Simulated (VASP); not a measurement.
A run of VASP 6.6.1 is set up as follows.

File INCAR:

```
PREC     = Accurate       # precision mode
ENCUT    = 520            # plane-wave cutoff, eV
EDIFF    = 1E-7           # SCF threshold, eV
ISMEAR   = -1             # smearing method
SIGMA    = 0.1            # smearing width, eV
LREAL    = F              # projectors in reciprocal space
LASPH    = T              # aspherical terms in the spheres
NELM     = 100            # most SCF steps
ALGO     = Normal         # electronic algorithm
ISIF     = 2              # what is computed and relaxed
LWAVE    = F              # write WAVECAR
LCHARG   = T              # write CHGCAR
GGA      = CA             # functional
LELF     = T              # ELF
LVHAR    = T            
NBANDS   = 12             # bands
```

File KPOINTS:

```
Automatic mesh
0
Gamma
  20 20 20
```

The input POSCAR:

```
Sc
1.0
    0.0000000000      2.2401893390      2.2401893390
    2.2401893390      0.0000000000      2.2401893390
    2.2401893390      2.2401893390      0.0000000000
Sc
1
Direct
    0.0000000000      0.0000000000      0.0000000000
```

Potentials or basis: VASP PAW LDA potentials, release 64 (Sc_sv).

The run is started by

```console
$ cat potpaw_LDA.64/Sc_sv/POTCAR > POTCAR
$ mpirun -np 1 vasp_std > vasp.out
```

(1) Predict the band gap on the k mesh.

(2) What does it give for the pressure?

Answers

(1) zero (an odd number of electrons rules out a gap without spin polarisation).

(2) 0.0 GPa.
